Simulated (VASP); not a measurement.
A run of VASP 6.6.1 is set up as follows.

The input INCAR:

```
SYSTEM = AlO2
  PREC = Accurate
  ENCUT = 600
  EDIFF = 1E-6
  ISMEAR = 0
  SIGMA = 0.1
  LREAL = .False.
  LASPH = .True.
  NELM = 150
  ALGO = Normal
  ISIF = 3
  LWAVE = .False.
  LCHARG = .False.
  ISPIN = 2
  MAGMOM = 0 0 0.44 0.44 0.44 0.44
  LORBIT = 11
  GGA = PE
  IBRION = 2
  NSW = 90
  EDIFFG = -0.04
```

File KPOINTS:

```
Automatic mesh
0
Gamma
  4 4 4
  0 0 0
```

The input POSCAR:

```
AlO2
1.0
    3.8598590059      0.0000000000      0.0000000000
    0.0000000000      3.8598590059      0.0000000000
    0.0000000000      0.0000000000      3.8598590059
Al O
2 4
Direct
    0.0000000000      0.0000000000      0.0000000000
    0.5000000000      0.5000000000      0.5000000000
    0.2500000000      0.2500000000      0.2500000000
    0.2500000000      0.7500000000      0.7500000000
    0.7500000000      0.7500000000      0.2500000000
    0.7500000000      0.2500000000      0.7500000000
```

Potentials or basis: VASP PAW PBE potentials, release 64 (Al, O).

Command:

```sh
$ cat potpaw_PBE.64/Al/POTCAR potpaw_PBE.64/O/POTCAR > POTCAR
$ mpirun -np 1 vasp_std > vasp.out
```

What does it give for the relaxed volume?

11.35 Å³/atom.

Predict the net moment.

2.00 μB per cell.

What does it give for the band gap on the k mesh?

Zero (filled and empty bands overlap).

What does it give for the space group after relaxing (to 0.1 Å)?

Pn-3m (No. 224).

The path:
| step | energy change (eV) | largest force (eV/Å) | pressure (GPa) | volume (Å³) |
| --- | --- | --- | --- | --- |
| 1 | 0.0000 | 0.0000 | 37.09 | 57.51 |
| 2 | -0.4673 | 0.0000 | -16.63 | 78.02 |
| 3 | -1.0506 | 0.0000 | -0.29 | 68.10 |

Caveat: the k points lie up to 0.38 Å⁻¹ apart in the final cell, too coarse for converged energies and pressures of a metal; the volume moved by over 15 % at a fixed basis, so the end points are rough.
